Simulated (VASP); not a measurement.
Here is a VASP 6.6.1 calculation.

Contents of INCAR:

```
SYSTEM = AlN
ALGO = Normal
EDIFF = 1E-8
ENCUT = 520
IBRION = 8
ISIF = 2
ISMEAR = 0
LASPH = .TRUE.
LCHARG = .FALSE.
LEPSILON = .TRUE.
LREAL = .FALSE.
LWAVE = .FALSE.
NELM = 80
NSW = 1
PREC = Accurate
SIGMA = 0.01
```

The input KPOINTS:

```
k-points
0
G
  10 10 10
  0 0 0
```

The input POSCAR:

```
AlN
1.0
    0.0000000000      2.1130398552      2.1130398552
    2.1130398552      0.0000000000      2.1130398552
    2.1130398552      2.1130398552      0.0000000000
Al N
1 1
Direct
    0.0000000000      0.0000000000      0.0000000000
    0.7500000000      0.7500000000      0.7500000000
```

Potentials or basis: VASP PAW LDA potentials, release 64 (Al, N).

Launch:

```bash
$ cat potpaw_LDA.64/Al/POTCAR potpaw_LDA.64/N/POTCAR > POTCAR
$ mpirun -np 1 vasp_std > vasp.out
```

(1) Predict the electronic dielectric tensor (diagonal).

(2) Estimate the Born charges (mean of the diagonal).

(3) Predict the highest phonon frequency at Γ, LO-TO splitting left out.

## Answers

(1) 4.43.

(2) Al +2.52; N -2.52 e.

(3) 752 cm⁻¹.

Caveat: the cell stands under pressure or tension, which shifts response properties.
